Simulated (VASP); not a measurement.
# AlSi16 (a cell with a defect) in VASP: a series of runs, part 2 of 2

VASP 6.6.1. Earlier steps stand in the parts before.

## 3. Single point, r2SCAN, collinear spin, zero start

File POSCAR:

```
AlSi16
1.0
    0.0000000000      5.4300000000      5.4300000000
    5.4300000000      0.0000000000      5.4300000000
    5.4300000000      5.4300000000      0.0000000000
Si Al
16 1
Direct
    0.0039820442      0.0042982505     -0.0129536832
    0.1259516575      0.1261441068      0.1236238490
    0.0038566298      0.0042413444      0.5040081952
    0.1245052486      0.1251424494      0.6247652855
   -0.0040737569      0.5012652855      0.0011488950
    0.1259252302      0.6239160221      0.1236066298
    0.0038925414      0.4874439227      0.5040273481
    0.1259187845      0.6238688766      0.6259930018
    0.5010178637     -0.0037558011      0.0010972376
    0.6235039595      0.1261682320      0.1237273481
    0.4867735727      0.0043500000      0.5041682320
    0.6234516575      0.1261691529      0.6260511050
    0.5010134438      0.5012432781      0.0011016575
    0.6246508287      0.6250530387      0.1248101289
    0.5010513812      0.5012471455      0.4960517495
    0.6234349908      0.6239672192      0.6260232044
    0.8744628913      0.8751601289      0.3747501842
```

File INCAR.step1:

```
SYSTEM = AlSi16
ALGO = Normal ; EDIFF = 1E-4
ENCUT = 520 ; GGA = PE
ISMEAR = 0 ; ISPIN = 2
LASPH = .TRUE. ; LCHARG = .FALSE.
LREAL = Auto ; LWAVE = .TRUE.
MAGMOM = 0 0 0 0 0 0 0 0 0 0 0 0 0 0 0 0 0 ; NBANDS = 52
NELM = 150 ; PREC = Accurate
SIGMA = 0.05
```

File INCAR.step2:

```
SYSTEM = AlSi16
ALGO = Normal ; EDIFF = 1E-6
ENCUT = 520 ; ISIF = 2
ISMEAR = 0 ; ISPIN = 2
ISTART = 1 ; LASPH = .TRUE.
LCHARG = .FALSE. ; LMIXTAU = .TRUE.
LORBIT = 11 ; LREAL = Auto
LWAVE = .FALSE. ; MAGMOM = 0 0 0 0 0 0 0 0 0 0 0 0 0 0 0 0 0
METAGGA = R2SCAN ; NBANDS = 52
NELM = 150 ; PREC = Accurate
SIGMA = 0.05
```

File KPOINTS:

```
k-points
0
G
  2 2 2
  0 0 0
```

Potentials or basis: VASP PAW PBE potentials, release 64 (Si, Al).

The run is started by

```console
cat potpaw_PBE.64/Si/POTCAR potpaw_PBE.64/Al/POTCAR > POTCAR
cp INCAR.step1 INCAR
mpirun -np 1 vasp_std > vasp.out
cp INCAR.step2 INCAR
mpirun -np 1 vasp_std > vasp.out
```

OUTCAR:

```text
SYSTEM = AlSi16
   EDIFF = 1E-6
   ENCUT = 520
   ISIF = 2
   ISMEAR = 0
   ISPIN = 2
   ISTART = 1
   LASPH = .TRUE.
   LORBIT = 11
   LREAL = Auto
   METAGGA = R2SCAN
   NELM = 150
   PREC = Accurate

 ion  position               nearest neighbor table
   1  0.004  0.004  0.987-   4 2.27   6 2.39   2 2.39  10 2.39  17 2.43
   2  0.126  0.126  0.124-   9 2.35   5 2.35   3 2.39   1 2.39  17 2.73
   3  0.004  0.004  0.504-   4 2.27   8 2.39   2 2.39  12 2.39  17 2.43
   4  0.125  0.125  0.625-  11 2.27   1 2.27   7 2.27   3 2.27
   5  0.996  0.501  0.001-  14 2.33   6 2.35   2 2.35   8 2.35
   6  0.126  0.624  0.124-  13 2.35   5 2.35   1 2.39   7 2.39  17 2.73
   7  0.004  0.487  0.504-   4 2.27   8 2.39   6 2.39  16 2.39  17 2.43
   8  0.126  0.624  0.626-  15 2.35   5 2.35   3 2.39   7 2.39  17 2.73
   9  0.501  0.996  0.001-  14 2.33  10 2.35  12 2.35   2 2.35
  10  0.624  0.126  0.124-   9 2.35  13 2.35  11 2.39   1 2.39  17 2.73
  11  0.487  0.004  0.504-   4 2.27  12 2.39  16 2.39  10 2.39  17 2.43
  12  0.623  0.126  0.626-   9 2.35  15 2.35  11 2.39   3 2.39  17 2.73
  13  0.501  0.501  0.001-  14 2.33  10 2.35  16 2.35   6 2.35
  14  0.625  0.625  0.125-  13 2.33   9 2.33  15 2.33   5 2.33
[... 1008 lines left out ...]
 -----------------------------------------------------------------------------
  energy-cutoff  :      520.00
  volume of cell :      320.21
      direct lattice vectors                 reciprocal lattice vectors
     0.000000000  5.430000000  5.430000000    -0.092081031  0.092081031  0.092081031
     5.430000000  0.000000000  5.430000000     0.092081031 -0.092081031  0.092081031
     5.430000000  5.430000000  0.000000000     0.092081031  0.092081031 -0.092081031

 POSITION                                       TOTAL-FORCE (eV/Angst)
 -----------------------------------------------------------------------------------
      5.38300      5.38128      0.04496         0.003619      0.003151     -0.005030
      1.35624      1.35520      1.36888         0.004946     -0.002798      0.004097
      2.75980      2.75771      0.04397        -0.003797     -0.002644     -0.003486
      4.07200      4.06854      1.35559         0.001313      0.001610      0.001464
      2.72811      5.41412      8.12975         0.001850     -0.005729     -0.001649
      4.05905      1.35496      4.07164        -0.005595      0.000884     -0.004006
[... 9 lines left out ...]
      6.78745      6.78456      6.77339        -0.004446      0.004450     -0.005610
      6.78701      6.78323      9.50045        -0.001403      0.003003      0.000911
 -----------------------------------------------------------------------------------
    total drift:                               -0.001857      0.003744     -0.000258

  FREE ENERGIE OF THE ION-ELECTRON SYSTEM (eV)
  ---------------------------------------------------
  free  energy   TOTEN  =      -143.0644457805 eV

  energy  without entropy=     -143.0573928525  energy(sigma->0) =     -143.06091932

 total charge

# of ion       s       p       d       tot
------------------------------------------
    1        0.752   0.971   0.000   1.723
    2        0.738   0.950   0.000   1.688
    3        0.752   0.971   0.000   1.723
    4        0.759   1.011   0.000   1.769
    5        0.742   0.970   0.000   1.712
    6        0.738   0.950   0.000   1.688
[... 9 lines left out ...]
   16        0.738   0.950   0.000   1.688
   17        0.508   0.351   0.000   0.859
--------------------------------------------------
tot         12.400  15.818   0.000  28.218

 magnetization (x)

# of ion       s       p       d       tot
------------------------------------------
    1       -0.000  -0.000   0.000  -0.000
    2       -0.000   0.000   0.000  -0.000
    3       -0.000  -0.000   0.000  -0.000
    4        0.000   0.000   0.000   0.000
    5        0.000  -0.000   0.000  -0.000
    6       -0.000   0.000   0.000  -0.000
[... 9 lines left out ...]
   16       -0.000   0.000   0.000  -0.000
   17        0.000   0.000   0.000   0.000
--------------------------------------------------
tot         -0.000  -0.000   0.000  -0.000
```

OUTCAR.step1:

```text
SYSTEM = AlSi16
   EDIFF = 1E-4
   ENCUT = 520
   GGA = PE
   ISMEAR = 0
[... 1045 lines left out ...]
      2.72811      5.41412      8.12975         0.001391     -0.004909     -0.001204
      4.05905      1.35496      4.07164        -0.043197      0.000996     -0.003651
[... 9 lines left out ...]
      6.78745      6.78456      6.77339        -0.004112      0.004335     -0.043186
      6.78701      6.78323      9.50045        -0.001424      0.002704      0.000781
 -----------------------------------------------------------------------------------
    total drift:                               -0.001910      0.003331     -0.000424

  FREE ENERGIE OF THE ION-ELECTRON SYSTEM (eV)
  ---------------------------------------------------
  free  energy   TOTEN  =       -86.6963028781 eV

  energy  without entropy=      -86.6892508103  energy(sigma->0) =      -86.69277684
```

Wall time 15 min (1 thread of Intel Xeon Platinum 8488C (Sapphire Rapids), shared host); peak memory 0.82 GiB.

What came out:

- Free energy: -143.0644 eV
- Pressure: 3.9 GPa
- Largest force: 0.012 eV/Å
- Net moment: 0.00 μB per cell
- Valence electrons inside the program's atomic spheres: Si 1.72, 1.69, 1.77, 1.71; Al 0.86

Forces in eV/Å, atoms in the order of the input:
```
Si   0.004  0.003 -0.005
Si   0.005 -0.003  0.004
Si  -0.004 -0.003 -0.003
Si   0.001  0.002  0.001
Si   0.002 -0.006 -0.002
Si  -0.006  0.001 -0.004
Si   0.004 -0.005  0.004
Si   0.000  0.004 -0.003
Si  -0.004  0.000 -0.007
Si   0.000 -0.005  0.004
Si  -0.005  0.002  0.003
Si   0.004  0.001  0.005
Si   0.004 -0.002  0.001
Si   0.000  0.011  0.004
Si  -0.001 -0.008  0.001
Si  -0.004  0.004 -0.006
Al  -0.001  0.003  0.001
```

Caveat: the k points lie up to 0.50 Å⁻¹ apart; the PAW data sets were made with another functional, which shifts forces and pressure a little.
